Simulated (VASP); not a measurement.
Here is a VASP 6.6.1 calculation.

INCAR

```
PREC     = Accurate       # precision mode
ENCUT    = 400            # plane-wave cutoff, eV
EDIFF    = 1E-6           # SCF threshold, eV
ISMEAR   = -1             # smearing method
SIGMA    = 0.05           # smearing width, eV
LREAL    = False          # projectors in reciprocal space
LASPH    = True           # aspherical terms in the spheres
NELM     = 120            # most SCF steps
ALGO     = Normal         # electronic algorithm
ISIF     = 2              # what is computed and relaxed
LWAVE    = False          # write WAVECAR
LCHARG   = False          # write CHGCAR
GGA      = PE             # functional
NBANDS   = 102            # bands
GGA_COMPAT= False
```

File KPOINTS:

```
regular mesh
0
Gamma
  2 2 2
```

The input POSCAR:

```
Ta16H
1.0
    6.6200000000      0.0000000000      0.0000000000
    0.0000000000      6.6200000000      0.0000000000
    0.0000000000      0.0000000000      6.6200000000
Ta H
16 1
Direct
    0.0060876133     -0.0158610272      0.0153927492
    0.5043202417     -0.0034138973      0.0000000000
    0.0020996979      0.5076737160     -0.0014652568
    0.0086555891     -0.0017824773      0.5032930514
    0.2418277946      0.2380966767      0.2388821752
    0.4909516616      0.4881117825     -0.0074924471
    0.5045166163      0.0046978852      0.4965558912
    0.7438217523      0.2574320242      0.2583685801
   -0.0022054381      0.5039728097      0.4973262840
    0.2552567976      0.7455135952      0.2529909366
    0.2515558912      0.2412084592      0.7434138973
    0.4828247734      0.4987311178      0.4937915408
    0.7463141994      0.7535347432      0.2622507553
    0.7465709970      0.2679456193      0.7378700906
    0.2575830816      0.7516012085      0.7540936556
    0.7590936556      0.7540483384      0.7490030211
    0.7632930514      0.1066616314      0.0079003021
```

Potentials or basis: VASP PAW PBE potentials, release 64 (Ta_pv, H).

Command:

```bash
$ cat potpaw_PBE.64/Ta_pv/POTCAR potpaw_PBE.64/H/POTCAR > POTCAR
$ mpirun -np 1 vasp_std > vasp.out
```

**Question.** Estimate the band gap on the k mesh.

**Answer.** Zero (an odd number of electrons rules out a gap without spin polarisation).

**Question.** Estimate the largest force.

**Answer.** 1.490 eV/Å.

**Question.** Predict the pressure.

**Answer.** 2.0 GPa.

Forces on the atoms (eV/Å):
```
Ta   0.891  0.350 -1.141
Ta  -0.863 -0.279  0.006
Ta  -0.224 -0.563  0.105
Ta  -0.807  0.150 -0.156
Ta   0.487  0.558  0.577
Ta   0.455  1.046  0.326
Ta  -0.192 -0.177  0.363
Ta   0.379  0.011 -0.334
Ta   0.195  0.029  0.203
Ta  -0.305  0.142 -0.383
Ta  -0.412  0.379  0.625
Ta   1.207  0.011  0.346
Ta   0.249 -0.708 -0.508
Ta   0.400 -0.998  0.536
Ta  -0.283 -0.330 -0.229
Ta  -0.722 -0.409 -0.018
H   -0.455  0.787 -0.318
```

Caveat: the k points lie up to 0.47 Å⁻¹ apart, too coarse for converged energies and pressures of a metal; spin-orbit coupling is left out, which moves the levels of the heavy elements.
